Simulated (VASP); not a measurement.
A run of VASP 6.6.1 is set up as follows.

File INCAR:

```
SYSTEM = Ge
PREC = Accurate ; ENCUT = 520
EDIFF = 1E-6 ; ISMEAR = 0
SIGMA = 0.1 ; LREAL = .False.
LASPH = .True. ; NELM = 60
ALGO = Normal ; ISIF = 2
LWAVE = .False. ; LCHARG = .False.
GGA = PS ; NBANDS = 36
```

Contents of KPOINTS:

```
regular mesh
0
Gamma
  12 12 6
  0 0 0
```

POSCAR

```
Ge
1.0
    3.9969678618      0.0000000000      0.0000000000
   -1.9984839309      3.4614757064      0.0000000000
    0.0000000000      0.0000000000      6.5963651449
Ge
4
Direct
    0.6666666667      0.3333333333      0.0629118567
    0.3333333333      0.6666666667      0.5629118567
    0.6666666667      0.3333333333      0.4370881433
    0.3333333333      0.6666666667      0.9370881433
```

Potentials or basis: VASP PAW PBE potentials, release 64 (Ge_d).

Launch:

```sh
$ cat potpaw_PBE.64/Ge_d/POTCAR > POTCAR
$ mpirun -np 1 vasp_std > vasp.out
```

(1) Estimate the largest force.

(2) Predict the pressure.

(3) Estimate the band gap on the k mesh.

## Answers

(1) 0.005 eV/Å.

(2) -0.1 GPa.

(3) zero (bands 28 and 29 overlap by 0.01 eV).

Caveat: semilocal functionals underestimate gaps, and a narrow one can read as zero; the PAW data sets were made with another functional, which shifts forces and pressure a little.
